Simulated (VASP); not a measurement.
Input of a VASP 6.6.1 run:

INCAR

```
  PREC = Accurate
  ENCUT = 600
  EDIFF = 1E-7
  ISMEAR = 0
  SIGMA = 0.1
  LREAL = False
  LASPH = True
  NELM = 60
  ALGO = Normal
  ISIF = 3
  LWAVE = False
  LCHARG = False
  GGA = PE
  IBRION = 2
  NSW = 100
  EDIFFG = -0.01
```

File KPOINTS:

```
Automatic mesh
0
Gamma
  12 12 8
```

Contents of POSCAR:

```
Mg2O
1.0
    3.0925387620      0.0000000000      0.0000000000
   -1.5462693810      2.6782171301      0.0000000000
    0.0000000000      0.0000000000      4.9954625179
Mg O
2 1
Direct
    0.3333333333      0.6666666667      0.2476150680
    0.6666666667      0.3333333333      0.7523849320
    0.0000000000      0.0000000000      0.0000000000
```

Potentials or basis: VASP PAW PBE potentials, release 64 (Mg, O).

Run with:

```console
$ cat potpaw_PBE.64/Mg/POTCAR potpaw_PBE.64/O/POTCAR > POTCAR
$ mpirun -np 1 vasp_std > vasp.out
```

**Question.** What does it give for the relaxed cell?

**Answer.** a = 3.088 Å, b = 3.088 Å, c = 5.001 Å, α = 90.00°, β = 90.00°, γ = 120.00°.

**Question.** Estimate the band gap on the k mesh.

**Answer.** Zero (bands 5 and 6 overlap by 1.82 eV).

**Question.** Predict the relaxed volume.

**Answer.** 13.77 Å³/atom.

Final structure:
```
Mg O
1.0
     3.08811    0.00000    0.00000
    -1.54406    2.67438    0.00000
     0.00000    0.00000    5.00118
Mg O
2 1
Direct
  0.33333 0.66667 0.24738
  0.66667 0.33333 0.75262
  0.00000 0.00000 0.00000
```
